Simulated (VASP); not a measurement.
# HfN (P6_3/mmc) in VASP: further runs

Runs on HfN. Level: PBEsol. Tasks: single point.

All numbers are computed with VASP 6.6.1; they aren't measurements. Logs are shortened: lines on timing, memory, paths and dates and some standing lists are left out, and cuts for length are marked.

## 1. The cell of the first run

The structure is hexagonal, space group P6_3/mmc (No. 194). The conventional cell has a = 3.128 Å, b = 3.128 Å, c = 5.310 Å, α = 90.00°, β = 90.00°, γ = 120.00°. Hf (site symmetry -6m2) has 6 N at 2.24 Å within 3.0 Å. Within 3.0 Å of N (site symmetry -3m) lie 6 Hf at 2.24 Å and 2 N at 2.66 Å.

## 2. Single point, PBEsol (strain +0.000 along x and y, -0.015 along z)

INCAR reads:

```
SYSTEM = HfN
PREC = Accurate
ENCUT = 520
EDIFF = 1E-7
ISMEAR = 0
SIGMA = 0.15
LREAL = .FALSE.
LASPH = .TRUE.
NELM = 100
ALGO = Normal
ISIF = 2
LWAVE = .FALSE.
LCHARG = .FALSE.
GGA = PS
NBANDS = 23
```

KPOINTS reads:

```
regular mesh
0
G
  18 18 10
  0 0 0
```

POSCAR reads:

```
HfN
1.0
    3.1277073063      0.0000000000      0.0000000000
   -1.5638536532      2.7086739828      0.0000000000
    0.0000000000      0.0000000000      5.3100718926
Hf N
2 2
Direct
    0.6666666667      0.3333333333      0.7500000000
    0.3333333333      0.6666666667      0.2500000000
    0.0000000000      0.0000000000      0.0000000000
    0.0000000000      0.0000000000      0.5000000000
```

Potentials or basis: VASP PAW PBE potentials, release 64 (Hf_pv, N).

The run is started by

```
> cat potpaw_PBE.64/Hf_pv/POTCAR potpaw_PBE.64/N/POTCAR > POTCAR
> mpirun -np 1 vasp_std > vasp.out
```

OUTCAR:

```text
SYSTEM = HfN
   PREC = Accurate
   ENCUT = 520
   EDIFF = 1E-7
   ISMEAR = 0
   LREAL = .FALSE.
   LASPH = .TRUE.
   NELM = 100
   ISIF = 2
   GGA = PS

 ion  position               nearest neighbor table
   1  0.667  0.333  0.750-   3 2.24   4 2.24   3 2.24   4 2.24   3 2.24   4 2.24   2 3.21   2 3.21
                             2 3.21   2 3.21   2 3.21   2 3.21
   2  0.333  0.667  0.250-   3 2.24   4 2.24   3 2.24   4 2.24   3 2.24   4 2.24   1 3.21   1 3.21
                             1 3.21   1 3.21   1 3.21   1 3.21
   3  0.000  0.000  0.000-   1 2.24   2 2.24   2 2.24   1 2.24   1 2.24   2 2.24
   4  0.000  0.000  0.500-   1 2.24   2 2.24   2 2.24   1 2.24   1 2.24   2 2.24

  LATTYP: Found a hexagonal cell.
 ALAT       =     3.1277073063
 C/A-ratio  =     1.6977521784

  Lattice vectors:

 A1 = (   3.1277073063,   0.0000000000,   0.0000000000)
 A2 = (  -1.5638536532,   2.7086739828,   0.0000000000)
 A3 = (   0.0000000000,   0.0000000000,   5.3100718926)

Analysis of symmetry for initial positions (statically):
=====================================================================
 Subroutine PRICEL returns:
 Original cell was already a primitive cell.

 Routine SETGRP: Setting up the symmetry group for a
 hexagonal supercell.

 Subroutine GETGRP returns: Found 24 space group operations
 (whereof 12 operations were pure point group operations)
 out of a pool of 24 trial point group operations.

The static configuration has the point symmetry D_3d.
 The point group associated with its full space group is D_6h.

Analysis of symmetry for dynamics (positions and initial velocities):
=====================================================================
 Subroutine PRICEL returns:
 Original cell was already a primitive cell.

 Routine SETGRP: Setting up the symmetry group for a
 hexagonal supercell.

 Subroutine GETGRP returns: Found 24 space group operations
 (whereof 12 operations were pure point group operations)
 out of a pool of 24 trial point group operations.

The dynamic configuration has the point symmetry D_3d.
 The point group associated with its full space group is D_6h.

 Subroutine INISYM returns: Found 24 space group operations
 (whereof 12 operations are pure point group operations),
 and found     1 'primitive' translations

----------------------------------------------------------------------------------------

                                     Primitive cell

  volume of cell :      44.9866

  direct lattice vectors                    reciprocal lattice vectors
     3.127707306  0.000000000  0.000000000     0.319723012  0.184592167  0.000000000
    -1.563853653  2.708673983  0.000000000     0.000000000  0.369184334  0.000000000
     0.000000000  0.000000000  5.310071893     0.000000000  0.000000000  0.188321367

  length of vectors
     3.127707306  3.127707306  5.310071893     0.369184334  0.369184334  0.188321367

  position of ions in fractional coordinates (direct lattice)
     0.666666667  0.333333333  0.750000000
     0.333333333  0.666666667  0.250000000
     0.000000000  0.000000000  0.000000000
     0.000000000  0.000000000  0.500000000

  ion indices of the primitive-cell ions
   primitive index   ion index
                 1           1
                 2           2
                 3           3
                 4           4

----------------------------------------------------------------------------------------

 KPOINTS: regular mesh

Automatic generation of k-mesh.
 Grid dimensions read from file:
 generate k-points for:   18   18   10

 Generating k-lattice:

  Cartesian coordinates                     Fractional coordinates (reciprocal lattice)
     0.017762390  0.010255120  0.000000000     0.055555556  0.000000000  0.000000000
     0.000000000  0.020510241  0.000000000     0.000000000  0.055555556  0.000000000
     0.000000000  0.000000000  0.018832137     0.000000000  0.000000000  0.100000000

  Length of vectors
     0.020510241  0.020510241  0.018832137

  Shift w.r.t. Gamma in fractional coordinates (k-lattice)
     0.000000000  0.000000000  0.000000000

 Subroutine IBZKPT returns following result:
 ===========================================

 Found    222 irreducible k-points:

 Following reciprocal coordinates:
            Coordinates               Weight
  0.000000  0.000000  0.000000      1.000000
  0.055556 -0.000000  0.000000      6.000000
  0.111111 -0.000000  0.000000      6.000000
  0.166667 -0.000000  0.000000      6.000000
  0.222222 -0.000000  0.000000      6.000000
  0.277778 -0.000000  0.000000      6.000000
[... 16 lines left out ...]
  0.333333  0.111111  0.000000     12.000000
  0.388889  0.111111  0.000000     12.000000
 [... further k-points ...]
   k-points           NKPTS =    222   k-points in BZ     NKDIM =    222   number of bands    NBANDS=     23
   number of dos      NEDOS =    301   number of ions     NIONS =      4
   total plane-waves  NPLWV =  23040
   dimension x,y,z NGX =    24 NGY =   24 NGZ =   40
   dimension x,y,z NGXF=    48 NGYF=   48 NGZF=   80
   ions per type =               2   2
   NGX,Y,Z   is equivalent  to a cutoff of  12.76, 12.76, 12.52 a.u.
   NGXF,Y,Z  is equivalent  to a cutoff of  25.51, 25.51, 25.05 a.u.
 SYSTEM =  HfN
   PREC   = accura    normal or accurate (medium, high low for compatibility)
   ISTART =      0    job   : 0-new  1-cont  2-samecut
   ICHARG =      2    charge: 1-file 2-atom 10-const
   ISPIN  =      1    spin polarized calculation?
   LNONCOLLINEAR =      F non collinear calculations
   LSORBIT =      F    spin-orbit coupling
   LASPH  =      T    aspherical Exc in radial PAW
   ENCUT  =  520.0 eV  38.22 Ry    6.18 a.u.   5.82  5.82  9.87*2*pi/ulx,y,z
   NELM   =    100;   NELMIN=  2; NELMDL= -5     # of ELM steps
   EDIFF  = 0.1E-06   stopping-criterion for ELM
   LREAL  =      F    real-space projection
   EDIFFG = 0.1E-05   stopping-criterion for IOM
   NSW    =      0    number of steps for IOM
   IBRION =     -1    ionic relax: 0-MD 1-quasi-New 2-CG
   NFREE  =      0    steps in history (QN), initial steepest desc. (CG)
   ISIF   =      2    stress and relaxation
   ISYM   =      2    0-nonsym 1-usesym 2-fastsym
   POTIM  = 0.5000    time-step for ionic-motion
   TEBEG  =    0.0;   TEEND  =   0.0 temperature during run
   PSTRESS=    0.0 pullay stress
   NELECT =      30.0000    total number of electrons
   NUPDOWN=      -1.0000    fix difference up-down
   EMIN   =  10.00;   EMAX   =-10.00  energy-range for DOS
   EFERMI =   0.00;   METHOD = LEGACY
   ISMEAR =     0;   SIGMA  =   0.15  broadening in eV -4-tet -1-fermi 0-gaus
   EFERMI_NEDOS =   21; number of points for ismear=-14 and -15
   IALGO  =     38    algorithm
   IMIX   =      4    mixing-type and parameters
     AMIX     =   0.40;   BMIX     =  1.00
     AMIX_MAG =   1.60;   BMIX_MAG =  1.00
  volume/ion in A,a.u.               =      11.25        75.90
  Fermi-wavevector in a.u.,A,eV,Ry     =   1.430279  2.702836 27.833421  2.045699
  Thomas-Fermi vector in A             =   2.550142
   LORBIT       =      0    0 simple, 1 ext, 2 COOP (PROOUT), +10 PAW based schemes
   GGA     = PS    functional components
   LHFCALC =     F    Hartree Fock is set to
   AEXX    =    0.0000 exact exchange contribution
   IVDW    =     0    specifies the selected vdW correction
   LEPSILON=     F    determine dielectric tensor
   LRPA    =     F    only Hartree local field effects (RPA)
 non-spin polarized calculation
 Gauss-broadening in eV      SIGMA  =   0.15
  energy-cutoff  :      520.00
  volume of cell :       44.99
 maximum number of plane-waves:      1226
 NGX is ok and might be reduce to    24
   NGX = 11   NGY = 11   NGZ = 19

 number of electron      29.9999993 magnetization

 Free energy of the ion-electron system (eV)
  ---------------------------------------------------
  ext. energy  EPLUGINS =         0.00000000
  ---------------------------------------------------
  free energy    TOTEN  =       -45.86181613 eV

  energy without entropy =      -45.85382425  energy(sigma->0) =      -45.85782019

 E-fermi :   7.9929     XC(G=0): -13.0282

 val. band max:        7.9911825573   @ k =   0.2222  -0.0000   0.5000
 cond. band min:       8.0055786415   @ k =   0.1667  -0.0000   0.4000
 fundamental gap:      0.0143960842
 Fermi energy:         7.9929241125

 k-point     1 :       0.0000    0.0000    0.0000
  band No.  band energies     occupation
      1     -23.6747      2.00000
      2     -22.6876      2.00000
      3     -22.6197      2.00000
      4     -22.6197      2.00000
      5     -22.5455      2.00000
      6     -22.5455      2.00000
[... 15 lines left out ...]
     22      13.9384      0.00000
     23      13.9384      0.00000

 k-point     2 :       0.0556   -0.0000    0.0000
  band No.  band energies     occupation
      1     -23.6625      2.00000
      2     -22.6891      2.00000
      3     -22.6482      2.00000
      4     -22.6292      2.00000
      5     -22.5736      2.00000
      6     -22.5475      2.00000
[... 15 lines left out ...]
     22      13.8129      0.00000
     23      13.9195      0.00000

 k-point     3 :       0.1111   -0.0000    0.0000
  band No.  band energies     occupation
      1     -23.6267      2.00000
      2     -22.7315      2.00000
      3     -22.6941      2.00000
      4     -22.6551      2.00000
      5     -22.6515      2.00000
      6     -22.5548      2.00000
[... 15 lines left out ...]
     22      13.4856      0.00000
     23      13.8719      0.00000

 k-point     4 :       0.1667   -0.0000    0.0000
  band No.  band energies     occupation
      1     -23.5700      2.00000
      2     -22.8612      2.00000
      3     -22.7635      2.00000
      4     -22.7033      2.00000
      5     -22.6918      2.00000
      6     -22.5686      2.00000
[... 15 lines left out ...]
     22      13.1432      0.00000
     23      13.3587      0.00000

 k-point     5 :       0.2222   -0.0000    0.0000
  band No.  band energies     occupation
      1     -23.4963      2.00000
      2     -23.0198      2.00000
      3     -22.8935      2.00000
      4     -22.7341      2.00000
      5     -22.7181      2.00000
      6     -22.5878      2.00000
[... 15 lines left out ...]
     22      13.1069      0.00000
     23      13.2622      0.00000

 k-point     6 :       0.2778   -0.0000    0.0000
  band No.  band energies     occupation
      1     -23.4112      2.00000
      2     -23.1851      2.00000
      3     -23.0263      2.00000
      4     -22.7771      2.00000
      5     -22.7399      2.00000
      6     -22.6099      2.00000
[... 15 lines left out ...]
     22      13.6204      0.00000
     23      13.7878      0.00000

 k-point     7 :       0.3333   -0.0000    0.0000
  band No.  band energies     occupation
      1     -23.3363      2.00000
      2     -23.3218      2.00000
      3     -23.1475      2.00000
      4     -22.8161      2.00000
      5     -22.7693      2.00000
      6     -22.6316      2.00000
[... 353 lines left out ...]
     22      13.0418      0.00000
     23      13.3286      0.00000

 k-point    21 :       0.2222    0.1111    0.0000
  band No.  band energies     occupation
      1     -23.3842      2.00000
      2     -23.1898      2.00000
      3     -23.0713      2.00000
      4     -22.7876      2.00000
      5     -22.7474      2.00000
      6     -22.6642      2.00000
[... 15 lines left out ...]
     22      13.4092      0.00000
     23      14.2187      0.00000

 k-point    22 :       0.2778    0.1111    0.0000
  band No.  band energies     occupation
      1     -23.3282      2.00000
      2     -23.2975      2.00000
      3     -23.1614      2.00000
      4     -22.8455      2.00000
      5     -22.7773      2.00000
      6     -22.6916      2.00000
[... 15 lines left out ...]
     22      14.2136      0.00000
     23      14.4237      0.00000

 k-point    23 :       0.3333    0.1111    0.0000
  band No.  band energies     occupation
      1     -23.4377      2.00000
      2     -23.2341      2.00000
      3     -23.2146      2.00000
      4     -22.8922      2.00000
      5     -22.8135      2.00000
      6     -22.7143      2.00000
[... 15 lines left out ...]
     22      14.4168      0.00000
     23      14.9158      0.00000

 k-point    24 :       0.3889    0.1111    0.0000
  band No.  band energies     occupation
      1     -23.5076      2.00000
      2     -23.2814      2.00000
      3     -23.1484      2.00000
      4     -22.9222      2.00000
      5     -22.8490      2.00000
      6     -22.7292      2.00000
[... 15 lines left out ...]
     22      14.4272      0.00000
     23      15.3624      0.00000

 [... further k-points ...]

------------------------ aborting loop because EDIFF is reached ----------------------------------------

  FORCE on cell =-STRESS in cart. coord.  units (eV):
  Direction    XX          YY          ZZ          XY          YZ          ZX
  --------------------------------------------------------------------------------------
  -------------------------------------------------------------------------------------
  Total       -0.0248767     -0.0248767      1.9811302      0.0000000      0.0000000      0.0000000
  in kB       -0.8859705     -0.8859705     70.5570421      0.0000000      0.0000000      0.0000000
  external PRESSURE =      22.9283670 kB  Pullay stress =       0.0000000 kB

 VOLUME and BASIS-vectors are now :
 -----------------------------------------------------------------------------
  energy-cutoff  :      520.00
  volume of cell :       44.99
      direct lattice vectors                 reciprocal lattice vectors
     3.127707306  0.000000000  0.000000000     0.319723012  0.184592167  0.000000000
    -1.563853653  2.708673983  0.000000000     0.000000000  0.369184334  0.000000000
     0.000000000  0.000000000  5.310071893     0.000000000  0.000000000  0.188321367

 POSITION                                       TOTAL-FORCE (eV/Angst)
 -----------------------------------------------------------------------------------
      1.56385      0.90289      3.98255         0.000000     -0.000000      0.000000
     -0.00000      1.80578      1.32752         0.000000      0.000000      0.000000
      0.00000      0.00000      0.00000        -0.000000     -0.000000      0.000000
      0.00000      0.00000      2.65504        -0.000000     -0.000000      0.000000
 -----------------------------------------------------------------------------------
    total drift:                               -0.000000      0.000000     -0.000000

  FREE ENERGIE OF THE ION-ELECTRON SYSTEM (eV)
  ---------------------------------------------------
  free  energy   TOTEN  =       -45.8618161280 eV

  energy  without entropy=      -45.8538242464  energy(sigma->0) =      -45.85782019
```

It took 1.8 min on 1 thread of AMD EPYC 9R45 (Zen 5), shared host; peak memory 0.28 GiB.

Results:

* Free energy: -45.8618 eV
* Pressure: 2.3 GPa
* Band gap on the k mesh: zero (bands 15 and 16 overlap by 2.47 eV)

Stress tensor (GPa, compression positive):
```
-0.09  0.00  0.00
 0.00 -0.09  0.00
 0.00  0.00  7.06
```

Caveat: the cell differs from its parent crystal (strain +0.000 along x and y, -0.015 along z); the PAW data sets were made with another functional, which shifts forces and pressure a little; spin-orbit coupling is left out, which moves the levels of the heavy elements.

## 3. Single point, PBEsol (strain -0.015 along x and y, +0.030 along z)

INCAR reads:

```
SYSTEM = HfN
ALGO = Normal
EDIFF = 1E-7
ENCUT = 520
GGA = PS
ISIF = 2
ISMEAR = 0
LASPH = .True.
LCHARG = .False.
LREAL = .False.
LWAVE = .False.
NBANDS = 23
NELM = 80
PREC = Accurate
SIGMA = 0.15
```

KPOINTS reads:

```
k-points
0
Gamma
  18 18 10
  0 0 0
```

POSCAR reads:

```
HfN
1.0
    3.0807916967      0.0000000000      0.0000000000
   -1.5403958484      2.6680438731      0.0000000000
    0.0000000000      0.0000000000      5.5526640095
Hf N
2 2
Direct
    0.6666666667      0.3333333333      0.7500000000
    0.3333333333      0.6666666667      0.2500000000
    0.0000000000      0.0000000000      0.0000000000
    0.0000000000      0.0000000000      0.5000000000
```

Potentials or basis: VASP PAW PBE potentials, release 64 (Hf_pv, N).

The run is started by

```
> cat potpaw_PBE.64/Hf_pv/POTCAR potpaw_PBE.64/N/POTCAR > POTCAR
> mpirun -np 1 vasp_std > vasp.out
```

Run time: 1.8 min. Hardware: 1 thread of AMD EPYC 9R45 (Zen 5), shared host; peak memory 0.29 GiB.

The run converged. Its results:

```yaml
Free_energy: -45.7947 eV
Pressure: -1.9 GPa
Band_gap_on_the_k_mesh: zero (bands 15 and 16 overlap by 2.13 eV)
```

Stress tensor (GPa, compression positive):
```
  4.39   0.00   0.00
  0.00   4.39   0.00
  0.00   0.00 -14.42
```

Levels at points of the mesh, in eV from the Fermi level:
```tsv
k point	band 11	band 12	band 13	band 14	band 15	band 16	band 17	band 18	band 19	band 20
(0.00, 0.00, 0.00)	-4.40	-3.32	-3.32	-1.94	-1.04	0.81	0.81	1.53	2.16	2.28
(0.50, 0.00, 0.00)	-5.65	-5.25	-2.99	-2.74	-2.66	2.22	2.87	4.62	5.06	5.41
(0.00, 0.00, 0.50)	-4.06	-4.06	-4.06	-4.06	1.71	1.71	2.86	2.86	2.86	2.86
(0.50, 0.00, 0.50)	-5.57	-5.57	-4.25	-4.25	-0.22	-0.22	5.14	5.14	5.24	5.24
```

Caveat: the cell differs from its parent crystal (strain -0.015 along x and y, +0.030 along z); the PAW data sets were made with another functional, which shifts forces and pressure a little; spin-orbit coupling is left out, which moves the levels of the heavy elements.

[end of part 1 of 2]
